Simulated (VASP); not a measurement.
# TiAl3 in VASP: settings compared, part 2 of 2

VASP 6.6.1. Earlier steps stand in the parts before.

### 5 Single point, r2SCAN

This run uses another cell than the first one, of 16.09 Å³/atom.

The input, POSCAR:

```
TiAl3
1.0
    4.0077255254      0.0000000000      0.0000000000
    0.0000000000      4.0077255254      0.0000000000
    0.0000000000      0.0000000000      4.0077255254
Ti Al
1 3
Direct
    0.0000000000      0.0000000000      0.0000000000
    0.0000000000      0.5000000000      0.5000000000
    0.5000000000      0.0000000000      0.5000000000
    0.5000000000      0.5000000000      0.0000000000
```

The input, INCAR.step1:

```
SYSTEM = TiAl3
  ALGO = Normal
  EDIFF = 1E-4
  ENCUT = 520
  GGA = PE
  ISMEAR = -1
  LASPH = .True.
  LCHARG = .False.
  LREAL = .False.
  LWAVE = .True.
  NBANDS = 18
  NELM = 100
  PREC = Accurate
  SIGMA = 0.05
```

The input, INCAR.step2:

```
SYSTEM = TiAl3
  ALGO = Normal
  EDIFF = 1E-6
  ENCUT = 520
  ISIF = 2
  ISMEAR = -1
  ISTART = 1
  LASPH = .True.
  LCHARG = .False.
  LMIXTAU = .True.
  LREAL = .False.
  LWAVE = .False.
  METAGGA = R2SCAN
  NBANDS = 18
  NELM = 100
  PREC = Accurate
  SIGMA = 0.05
```

The input, KPOINTS:

```
k-points
0
Gamma
  7 7 7
  0 0 0
```

Potentials or basis: VASP PAW PBE potentials, release 64 (Ti_sv, Al).

Command:

```bash
cat potpaw_PBE.64/Ti_sv/POTCAR potpaw_PBE.64/Al/POTCAR > POTCAR
cp INCAR.step1 INCAR
mpirun -np 1 vasp_std > vasp.out
cp INCAR.step2 INCAR
mpirun -np 1 vasp_std > vasp.out
```

OUTCAR:

```text
SYSTEM = TiAl3
   EDIFF = 1E-6
   ENCUT = 520
   ISIF = 2
   ISMEAR = -1
   ISTART = 1
   LASPH = .True.
   LREAL = .False.
   METAGGA = R2SCAN
   NELM = 100
   PREC = Accurate

 ion  position               nearest neighbor table
   1  0.000  0.000  0.000-   2 2.83   3 2.83   4 2.83   2 2.83   3 2.83   2 2.83   4 2.83   2 2.83
                             3 2.83   4 2.83   3 2.83   4 2.83
   2  0.000  0.500  0.500-   1 2.83   3 2.83   4 2.83   1 2.83   4 2.83   1 2.83   3 2.83   1 2.83
                             3 2.83   4 2.83   4 2.83   3 2.83
   3  0.500  0.000  0.500-   1 2.83   2 2.83   4 2.83   1 2.83   4 2.83   2 2.83   4 2.83   4 2.83
                             1 2.83   2 2.83   1 2.83   2 2.83
   4  0.500  0.500  0.000-   1 2.83   2 2.83   3 2.83   2 2.83   3 2.83   1 2.83   3 2.83   3 2.83
                             1 2.83   2 2.83   2 2.83   1 2.83

  LATTYP: Found a simple cubic cell.
 ALAT       =     4.0077255254

  Lattice vectors:

 A1 = (   4.0077255254,   0.0000000000,   0.0000000000)
 A2 = (   0.0000000000,   4.0077255254,   0.0000000000)
 A3 = (   0.0000000000,   0.0000000000,   4.0077255254)

Analysis of symmetry for initial positions (statically):
[... 175 lines left out ...]
 cond. band min:       8.8350746393   @ k =   0.4286   0.2857   0.1429
 fundamental gap:      0.1641798621
 Fermi energy:         8.8140059329

 k-point     1 :       0.0000    0.0000    0.0000
  band No.  band energies     occupation
      1     -50.6810      2.00000
      2     -25.9359      2.00000
      3     -25.9359      2.00000
      4     -25.9359      2.00000
      5      -2.5093      2.00000
      6       5.6250      2.00000
[... 397 lines left out ...]
      5       2.2270      2.00000
      6       3.4046      2.00000
[... 10 lines left out ...]
     17      11.6568      0.00000
     18      18.9887      0.00000

------------------------ aborting loop because EDIFF is reached ----------------------------------------

  FORCE on cell =-STRESS in cart. coord.  units (eV):
  Direction    XX          YY          ZZ          XY          YZ          ZX
  --------------------------------------------------------------------------------------
  -------------------------------------------------------------------------------------
  Total       -1.7162904     -1.7162904     -1.7162904     -0.0000000     -0.0000000     -0.0000000
  in kB      -42.7176596    -42.7176596    -42.7176596     -0.0000000     -0.0000000     -0.0000000
  external PRESSURE =     -42.7176596 kB  Pullay stress =       0.0000000 kB

 VOLUME and BASIS-vectors are now :
 -----------------------------------------------------------------------------
  energy-cutoff  :      520.00
  volume of cell :       64.37
      direct lattice vectors                 reciprocal lattice vectors
     4.007725525  0.000000000  0.000000000     0.249518085  0.000000000  0.000000000
     0.000000000  4.007725525  0.000000000     0.000000000  0.249518085  0.000000000
     0.000000000  0.000000000  4.007725525     0.000000000  0.000000000  0.249518085

 POSITION                                       TOTAL-FORCE (eV/Angst)
 -----------------------------------------------------------------------------------
      0.00000      0.00000      0.00000         0.000000      0.000000      0.000000
      0.00000      2.00386      2.00386         0.000000      0.000000      0.000000
      2.00386      0.00000      2.00386         0.000000      0.000000      0.000000
      2.00386      2.00386      0.00000         0.000000      0.000000      0.000000
 -----------------------------------------------------------------------------------
    total drift:                                0.000000     -0.000000      0.000000

  FREE ENERGIE OF THE ION-ELECTRON SYSTEM (eV)
  ---------------------------------------------------
  free  energy   TOTEN  =       -34.7957947764 eV

  energy  without entropy=      -34.7746321264  energy(sigma->0) =      -34.78521345
```

Wall time 1.7 min (1 thread of Intel Xeon 8259CL, shared host); peak memory 0.18 GiB.

What came out:

- Free energy: -34.7958 eV
- Pressure: -4.3 GPa
- Band gap on the k mesh: zero (an odd number of electrons rules out a gap without spin polarisation)

Caveat: the cell stands under tension; the PAW data sets were made with another functional, which shifts forces and pressure a little.

### 6 Overview

```csv
level,cell,k mesh,cutoff (eV),smearing,tolerance level,purpose,start,dipole correction,gap on the mesh (eV),pressure (GPa),largest force (eV/Å)
PBEsol,"a = 3.956, b = 3.956, c = 4.015 Å, 4 atoms, atomic positions A",9 × 9 × 9,360,methfessel-paxton 0.1 eV,standard,energy,-,-,none,-2.3,0.26
PBEsol,"a = 3.956, b = 3.956, c = 4.015 Å, 4 atoms, atomic positions A",13 × 13 × 13,720,methfessel-paxton 0.05 eV,standard,energy,-,-,none,-2.0,0.26
LAK,"a = 3.956 Å, 4 atoms, atomic positions B",8 × 8 × 8,440,methfessel-paxton 0.1 eV,tight,restart,from scratch,-,none,1.4,-
r2SCAN,"a = 4.008 Å, 4 atoms, atomic positions B",7 × 7 × 7,520,fermi-dirac 0.05 eV,-,-,-,no,none,-4.3,-
```

Alike in all rows: task single point; potentials or basis VASP PAW PBE potentials, release 64 (Ti_sv, Al); no spin polarisation.

Caveats: the PAW data sets were made with another functional, which shifts forces and pressure a little; the cell stands under tension (at least some runs).

Total energies depend on the potentials used, so only differences within one code and one set of settings carry meaning.
